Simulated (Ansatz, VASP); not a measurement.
Zn in VASP and in Ansatz

File INCAR:

```
PREC     = Accurate       # precision mode
ENCUT    = 520            # plane-wave cutoff, eV
EDIFF    = 1E-6           # SCF threshold, eV
ISMEAR   = 0              # smearing method
SIGMA    = 0.15           # smearing width, eV
LREAL    = False          # projectors in reciprocal space
LASPH    = True           # aspherical terms in the spheres
NELM     = 100            # most SCF steps
ALGO     = Fast           # electronic algorithm
ISIF     = 2              # what is computed and relaxed
LWAVE    = False          # write WAVECAR
LCHARG   = True           # write CHGCAR
GGA      = PS             # functional
LELF     = True           # ELF
LVHAR    = True         
NBANDS   = 12             # bands
```

Contents of KPOINTS:

```
regular mesh
0
Gamma
  20 20 20
```

The input POSCAR:

```
Zn
1.0
   -1.4994730113      1.5300745013      1.5300745013
    1.4994730113     -1.5300745013      1.5300745013
    1.4994730113      1.5300745013     -1.5300745013
Zn
1
Direct
    0.0000000000      0.0000000000      0.0000000000
```

Input for Ansatz:

```yaml
crystal:
  lattice:
    - [-1.4994730113, 1.5300745013, 1.5300745013]
    - [1.4994730113, -1.5300745013, 1.5300745013]
    - [1.4994730113, 1.5300745013, -1.5300745013]
  atoms:
    - { symbol: Zn, position: [0.0, 0.0, 0.0] }
basis:
  ecutwfc: 520.0
kpoints:
  mp_grid: { grid: [20, 20, 20] }
hamiltonian:
  xc: pbesol
scf:
  occupations: { method: gaussian, width: 0.15 }
output:
  forces: true
  stress: true
  eigenvalues: true
  write_density: true
  write_potential: true
  elf: true
  volumetric_format: npy
```

Change from the starting cell: normal strain along x -0.0200, normal strain along z +0.0000.

Alike in both runs: task single point; functional PBEsol; k mesh 20 × 20 × 20; occupations gaussian, width 0.15 eV; no spin polarisation.

|  | VASP | Ansatz |
| --- | --- | --- |
| version | VASP 6.6.1 | Ansatz 0.2.0 |
| potentials or method | VASP PAW PBE potentials, release 64 (Zn), cutoff 520 eV | scalar-relativistic, plane waves, PAW |
| valence electrons in the cell | 12 | 12 |

|  | VASP | Ansatz | Ansatz less VASP |
| --- | --- | --- | --- |
| gap on the k mesh at the Fermi level (eV) | none | none | - |
| pressure (GPa) | 2.0 | 1.5 | -0.50 |
| traceless stress, the component that is largest in VASP (GPa) | -0.57 | -0.58 | -0.010 |

VASP's potentials were made for PBE, not for PBEsol. A gap of «none» marks a metal or a gap that the smearing closes.
